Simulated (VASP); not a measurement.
# Mn (Im-3m) in VASP: a series of runs, part 2 of 2

VASP 6.6.1. The steps go on from the part before.

**5. Single point, PBE, collinear spin, ferromagnetic start (volume scaled by 1.08)**

Contents of INCAR:

```
SYSTEM = Mn
ALGO = Normal
EDIFF = 1E-6
ENCUT = 520
GGA = PE
ISIF = 2
ISMEAR = -1
ISPIN = 2
LASPH = .TRUE.
LCHARG = .TRUE.
LELF = .TRUE.
LMAXMIX = 4
LORBIT = 11
LREAL = .FALSE.
LVHAR = .TRUE.
LWAVE = .FALSE.
MAGMOM = -0.839
NBANDS = 16
NELM = 150
PREC = Accurate
SIGMA = 0.05
```

Contents of KPOINTS:

```
k-points
0
G
  18 18 18
  0 0 0
```

Contents of POSCAR:

```
Mn
1.0
   -1.4338295291      1.4338295291      1.4338295291
    1.4338295291     -1.4338295291      1.4338295291
    1.4338295291      1.4338295291     -1.4338295291
Mn
1
Direct
    0.0000000000      0.0000000000      0.0000000000
```

Potentials or basis: VASP PAW PBE potentials, release 64 (Mn_pv).

On the command line:

```
$ cat potpaw_PBE.64/Mn_pv/POTCAR > POTCAR
$ mpirun -np 1 vasp_std > vasp.out
```

OUTCAR:

```text
SYSTEM = Mn
   EDIFF = 1E-6
   ENCUT = 520
   GGA = PE
   ISIF = 2
   ISMEAR = -1
   ISPIN = 2
   LASPH = .TRUE.
   LORBIT = 11
   LREAL = .FALSE.
   NELM = 150
   PREC = Accurate

 ion  position               nearest neighbor table
   1  0.000  0.000  0.000-

  LATTYP: Found a body centered cubic cell.
 ALAT       =     2.8676590582

  Lattice vectors:

 A1 = (  -1.4338295291,   1.4338295291,   1.4338295291)
 A2 = (   1.4338295291,  -1.4338295291,   1.4338295291)
 A3 = (   1.4338295291,   1.4338295291,  -1.4338295291)

Analysis of symmetry for initial positions (statically):
=====================================================================
 Subroutine PRICEL returns:
 Original cell was already a primitive cell.

 Routine SETGRP: Setting up the symmetry group for a
 body centered cubic supercell.

 Subroutine GETGRP returns: Found 48 space group operations
 (whereof 48 operations were pure point group operations)
 out of a pool of 48 trial point group operations.

The static configuration has the point symmetry O_h .

Analysis of symmetry for dynamics (positions and initial velocities):
=====================================================================
 Subroutine PRICEL returns:
 Original cell was already a primitive cell.

 Routine SETGRP: Setting up the symmetry group for a
 body centered cubic supercell.

 Subroutine GETGRP returns: Found 48 space group operations
 (whereof 48 operations were pure point group operations)
 out of a pool of 48 trial point group operations.

The dynamic configuration has the point symmetry O_h .

Analysis of structural, dynamic, and magnetic symmetry:
=====================================================================
 Subroutine PRICEL returns:
 Original cell was already a primitive cell.
[... 134 lines left out ...]
   IVDW    =     0    specifies the selected vdW correction
   LEPSILON=     F    determine dielectric tensor
   LRPA    =     F    only Hartree local field effects (RPA)
 spin polarized calculation
  energy-cutoff  :      520.00
  volume of cell :       11.79
 maximum number of plane-waves:       329
   NGX =  9   NGY =  9   NGZ =  9

 number of electron      13.0000003 magnetization      -1.0321628

 Free energy of the ion-electron system (eV)
  ---------------------------------------------------
  ext. energy  EPLUGINS =         0.00000000
  ---------------------------------------------------
  free energy    TOTEN  =        -8.81632185 eV

  energy without entropy =       -8.79772063  energy(sigma->0) =       -8.80702124

 E-fermi :   9.4007     XC(G=0): -13.4594

 val. band max:        9.4005189028   @ k =  -0.1111   0.1111   0.0556
 cond. band min:       9.4012186062   @ k =   0.3889   0.1667   0.0556
 fundamental gap:      0.0006997034
 Fermi energy:         9.4007329810

 spin component 1

 k-point     1 :       0.0000    0.0000    0.0000
  band No.  band energies     occupation
      1     -37.7814      1.00000
      2     -37.7814      1.00000
      3     -37.7814      1.00000
      4       1.4182      1.00000
      5       8.6395      1.00000
      6       8.6395      1.00000
[... 435 lines left out ...]
      5       7.3795      1.00000
      6       8.9697      0.99982
[... 8 lines left out ...]
     15      40.5299      0.00000
     16      42.1154      0.00000

 [... further k-points ...]

 spin component 2

 k-point     1 :       0.0000    0.0000    0.0000
  band No.  band energies     occupation
      1     -38.9577      1.00000
      2     -38.9577      1.00000
      3     -38.9577      1.00000
      4       1.2904      1.00000
      5       7.7783      1.00000
      6       7.7783      1.00000
[... 435 lines left out ...]
      5       6.6170      1.00000
      6       8.3947      1.00000
[... 8 lines left out ...]
     15      40.1083      0.00000
     16      40.9099      0.00000

 [... further k-points ...]

------------------------ aborting loop because EDIFF is reached ----------------------------------------

  FORCE on cell =-STRESS in cart. coord.  units (eV):
  Direction    XX          YY          ZZ          XY          YZ          ZX
  --------------------------------------------------------------------------------------
  -------------------------------------------------------------------------------------
  Total       -1.1365967     -1.1365967     -1.1365967     -0.0000000     -0.0000000      0.0000000
  in kB     -154.4416497   -154.4416497   -154.4416497     -0.0000000     -0.0000000      0.0000000
  external PRESSURE =    -154.4416497 kB  Pullay stress =       0.0000000 kB

 VOLUME and BASIS-vectors are now :
 -----------------------------------------------------------------------------
  energy-cutoff  :      520.00
  volume of cell :       11.79
      direct lattice vectors                 reciprocal lattice vectors
    -1.433829529  1.433829529  1.433829529     0.000000000  0.348716490  0.348716490
     1.433829529 -1.433829529  1.433829529     0.348716490  0.000000000  0.348716490
     1.433829529  1.433829529 -1.433829529     0.348716490  0.348716490  0.000000000

 POSITION                                       TOTAL-FORCE (eV/Angst)
 -----------------------------------------------------------------------------------
      0.00000      0.00000      0.00000         0.000000      0.000000      0.000000
 -----------------------------------------------------------------------------------
    total drift:                                0.000000      0.000000      0.000000

  FREE ENERGIE OF THE ION-ELECTRON SYSTEM (eV)
  ---------------------------------------------------
  free  energy   TOTEN  =        -8.8163218497 eV

  energy  without entropy=       -8.7977206276  energy(sigma->0) =       -8.80702124

 total charge

# of ion       s       p       d       tot
------------------------------------------
    1        0.384   6.348   5.076  11.809

 magnetization (x)

# of ion       s       p       d       tot
------------------------------------------
    1        0.005   0.016  -1.058  -1.037
```

OSZICAR:

```text
N       E                     dE             d eps       ncg     rms          rms(c)
DAV:   1     0.829461271560E+02    0.82946E+02   -0.70058E+03 12752   0.103E+03
DAV:   2    -0.861319377625E+01   -0.91559E+02   -0.86953E+02 13656   0.268E+02
DAV:   3    -0.105017454363E+02   -0.18886E+01   -0.18839E+01 14872   0.413E+01
DAV:   4    -0.105087989070E+02   -0.70535E-02   -0.70530E-02 15472   0.249E+00
DAV:   5    -0.105088476406E+02   -0.48734E-04   -0.48731E-04 14912   0.189E-01    0.124E+01
DAV:   6    -0.887052912871E+01    0.16383E+01   -0.29346E+00 15544   0.331E+01    0.292E+00
DAV:   7    -0.881451476153E+01    0.56014E-01   -0.17771E-01 14176   0.650E+00    0.125E+00
DAV:   8    -0.881363243150E+01    0.88233E-03   -0.61856E-03 14328   0.678E-01    0.936E-01
DAV:   9    -0.881607041917E+01   -0.24380E-02   -0.45131E-03 15712   0.720E-01    0.363E-01
DAV:  10    -0.881617723824E+01   -0.10682E-03   -0.26261E-04 14888   0.211E-01    0.269E-01
DAV:  11    -0.881629681672E+01   -0.11958E-03   -0.23362E-04 14256   0.169E-01    0.535E-02
DAV:  12    -0.881631487161E+01   -0.18055E-04   -0.22699E-05 13720   0.526E-02    0.226E-02
DAV:  13    -0.881632137467E+01   -0.65031E-05   -0.28429E-06 13352   0.203E-02    0.704E-03
DAV:  14    -0.881632184969E+01   -0.47502E-06   -0.35964E-07  8808   0.827E-03
   1 F= -.88163218E+01 E0= -.88070212E+01  d E =-.186012E-01  mag=    -1.0324
```

stdout:

```text
POSCAR found type information on POSCAR Mn
 POSCAR found :  1 types and       1 ions
 scaLAPACK will be used
 LDA part: xc-table for (Slater+PW92), standard interpolation
 POSCAR, INCAR and KPOINTS ok, starting setup
 FFT: planning ... GRIDC
 FFT: planning ... GRID_SOFT
 FFT: planning ... GRID
 WAVECAR not read
 entering main loop
```

Run time: 37 s. Hardware: 1 thread of Intel Xeon Platinum 8559C (Emerald Rapids), shared host; peak memory 0.16 GiB.

What came out:

```yaml
Free_energy: -8.8163 eV
Pressure: -15.4 GPa
Band_gap_on_the_k_mesh: zero (filled and empty bands overlap)
Net_moment: -1.03 μB per cell
Site_moments: Mn -1.04 μB
Valence_electrons_inside_the_program's_atomic_spheres: Mn 11.81
```

**6. Single point, PBE, collinear spin, ferromagnetic start (volume scaled by 1.12)**

Contents of INCAR:

```
ALGO     = Normal         # electronic algorithm
EDIFF    = 1E-7           # SCF threshold, eV
ENCUT    = 520            # plane-wave cutoff, eV
GGA      = PE             # functional
ISIF     = 2              # what is computed and relaxed
ISMEAR   = -1             # smearing method
ISPIN    = 2              # spin polarisation
LASPH    = True           # aspherical terms in the spheres
LCHARG   = True           # write CHGCAR
LELF     = True           # ELF
LMAXMIX  = 4              # l up to which the mixer works
LORBIT   = 11             # projections on sites
LREAL    = False          # projectors in reciprocal space
LVHAR    = True         
LWAVE    = False          # write WAVECAR
MAGMOM   = -0.839         # initial moments
NBANDS   = 16             # bands
NELM     = 150            # most SCF steps
PREC     = Accurate       # precision mode
SIGMA    = 0.05           # smearing width, eV
```

Contents of KPOINTS:

```
k-points
0
Gamma
  18 18 18
```

Contents of POSCAR:

```
Mn
1.0
   -1.4513169786      1.4513169786      1.4513169786
    1.4513169786     -1.4513169786      1.4513169786
    1.4513169786      1.4513169786     -1.4513169786
Mn
1
Direct
    0.0000000000      0.0000000000      0.0000000000
```

Potentials or basis: VASP PAW PBE potentials, release 64 (Mn_pv).

On the command line:

```
$ cat potpaw_PBE.64/Mn_pv/POTCAR > POTCAR
$ mpirun -np 1 vasp_std > vasp.out
```

Wall time 48 s (1 thread of Intel Xeon Platinum 8559C (Emerald Rapids), shared host); peak memory 0.18 GiB.

Results (log left out):

```yaml
Free_energy: -8.7666 eV
Pressure: -21.1 GPa
Net_moment: -1.09 μB per cell
Site_moments: Mn -1.10 μB
Valence_electrons_inside_the_program's_atomic_spheres: Mn 11.75
```

Levels at points of the mesh, in eV from the Fermi level:
Spin up:
```csv
k point,band 2,band 3,band 4,band 5,band 6,band 7,band 8,band 9,band 10,band 11
"(0.00, 0.00, 0.00)",-47.11,-47.11,-7.77,-0.63,-0.63,-0.63,1.25,1.25,22.79,22.79
"(0.50, 0.00, 0.00)",-47.28,-47.11,-3.73,-1.90,0.76,1.16,1.51,2.39,8.55,17.20
"(0.50, 0.50, 0.50)",-47.47,-47.47,-3.30,-3.30,2.08,2.08,2.08,9.85,9.85,9.85
```
Spin down:
| k point | band 4 | band 5 | band 6 | band 7 | band 8 | band 9 | band 10 | band 11 |
| --- | --- | --- | --- | --- | --- | --- | --- | --- |
| (0.00, 0.00, 0.00) | -7.90 | -1.54 | -1.54 | -1.54 | -0.11 | -0.11 | 22.87 | 22.87 |
| (0.50, 0.00, 0.00) | -4.36 | -2.71 | -0.08 | 0.11 | 0.67 | 1.34 | 7.86 | 17.13 |
| (0.50, 0.50, 0.50) | -4.21 | -4.21 | 1.04 | 1.04 | 1.04 | 9.69 | 9.69 | 9.69 |

**7. The runs side by side**

```csv
cell,gap on the mesh (eV),pressure (GPa),moment (μB)
"a = 2.388 Å, angles 109.5°, 1 atom",none,10.8,0.68
"a = 2.421 Å, angles 109.5°, 1 atom",none,0.0,0.82
"a = 2.452 Å, angles 109.5°, 1 atom",none,-8.5,0.94
"a = 2.483 Å, angles 109.5°, 1 atom",none,-15.4,1.03
"a = 2.514 Å, angles 109.5°, 1 atom",none,-21.1,1.09
```

Alike in all rows: task single point; level PBE; potentials or basis VASP PAW PBE potentials, release 64 (Mn_pv); spin collinear, ferromagnetic start; k mesh 18 × 18 × 18; cutoff (eV) 520; smearing fermi-dirac 0.05 eV.

Absolute energies hang on the potentials; compare differences alone.
